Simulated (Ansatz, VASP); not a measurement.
**SnSe in VASP and in Ansatz**

File INCAR:

```
SYSTEM = SnSe
PREC = Accurate
ENCUT = 520
EDIFF = 1E-6
ISMEAR = 0
SIGMA = 0.05
LREAL = .False.
LASPH = .True.
NELM = 80
ALGO = Normal
ISIF = 2
LWAVE = .False.
LCHARG = .False.
NBANDS = 28
```

KPOINTS

```
regular mesh
0
Gamma
  6 6 4
  0 0 0
```

File POSCAR:

```
SnSe
1.0
    4.0642019702      0.0000000000      0.0000000000
    0.0000000000      4.0642019702      0.0000000000
    0.0000000000      0.0000000000     11.1443172468
Sn Se
2 2
Direct
    0.5000000000      0.0000000000      0.3781633345
    0.0000000000      0.5000000000      0.6218366655
    0.5000000000      0.0000000000      0.6217782147
    0.0000000000      0.5000000000      0.3782217853
```

Input for Ansatz:

```yaml
crystal:
  lattice:
    - [4.0642019702, 0.0, 0.0]
    - [0.0, 4.0642019702, 0.0]
    - [0.0, 0.0, 11.1443172468]
  atoms:
    - { symbol: Sn, position: [0.5, 0.0, 0.3781633345] }
    - { symbol: Sn, position: [0.0, 0.5, 0.6218366655] }
    - { symbol: Se, position: [0.5, 0.0, 0.6217782147] }
    - { symbol: Se, position: [0.0, 0.5, 0.3782217853] }
basis:
  ecutwfc: 420
kpoints:
  mp_grid: { grid: [6, 6, 4] }
hamiltonian:
  xc: lda
scf:
  occupations: { method: gaussian, width: 0.05 }
output:
  forces: true
  stress: true
  eigenvalues: true
```

Change from the starting cell: strain -0.030 along x and y, +0.015 along z, atoms carried along.

Alike in both runs: task single point; functional LDA; k mesh 6 × 6 × 4; occupations gaussian, width 0.05 eV; no spin polarisation.

|  | VASP | Ansatz |
| --- | --- | --- |
| version | VASP 6.6.1 | Ansatz 0.2.0 |
| potentials or method | VASP PAW LDA potentials, release 64 (Sn_d, Se), cutoff 520 eV | scalar-relativistic, plane waves, PAW |
| valence electrons in the cell | 40 | 60 |

Ansatz gave:

```
gap on the k mesh at the Fermi level (eV) : 1.18
least direct gap on the mesh (eV)         : 1.40
rms of the force components (eV/Å)        : 0.029
```

**Question.** What did VASP give for the same quantities?

**Answer.** gap on the k mesh at the Fermi level (eV): 1.16; least direct gap on the mesh (eV): 1.39; rms of the force components (eV/Å): 0.018.

LDA's correlation is that of Perdew and Zunger in VASP and of Perdew and Wang (1992) in Ansatz. Atom by atom the forces differ by 0.012 eV/Å (rms over components). VASP's potentials hold 40 valence electrons a cell and Ansatz's 60, so a difference there can come from the potentials and not from the codes.
